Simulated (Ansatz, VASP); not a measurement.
**Two plane-wave programs on Cu5Mo**

```
CELL_PARAMETERS angstrom
2.64157 0.00000 0.00000
-1.32079 2.28767 0.00000
0.00000 0.00000 12.70081
ATOMIC_POSITIONS crystal
Cu 0.33333 0.66667 0.82250
Cu 0.00000 0.00000 0.66059
Cu 0.33333 0.66667 0.50000
Cu 0.00000 0.00000 0.33941
Cu 0.33333 0.66667 0.17750
Mo 0.00000 0.00000 0.00000
```

Change from the starting cell: species swapped into the MgTi5 type (P-6m2, No. 187).

Alike in both runs: functional PBE; k mesh 6 × 6 × 2; occupations gaussian, width 0.2 eV; no spin polarisation.

Ansatz relaxed the structure, and its values are those at the end. VASP's run is a single point on that final structure, the one shown.

|  | VASP | Ansatz |
| --- | --- | --- |
| version | VASP 6.6.1 | Ansatz 0.2.0 |
| potentials or method | VASP PAW PBE potentials, release 64 (Cu, Mo_sv), cutoff 600 eV | scalar-relativistic, plane waves, PAW |
| valence electrons in the cell | 69 | 109 |

VASP gave:

- gap on the k mesh at the Fermi level (eV): none
- pressure (GPa): 0.5
- rms of the force components (eV/Å): 0.004

Q: Which values does Ansatz return?

A: gap on the k mesh at the Fermi level (eV): none; pressure (GPa): 0.0; rms of the force components (eV/Å): 0.001.

A gap of «none» marks a metal or a gap that the smearing closes. VASP's potentials hold 69 valence electrons a cell and Ansatz's 109, so a difference there can come from the potentials and not from the codes.

The k mesh is coarse, so the values compare programs but aren't converged.
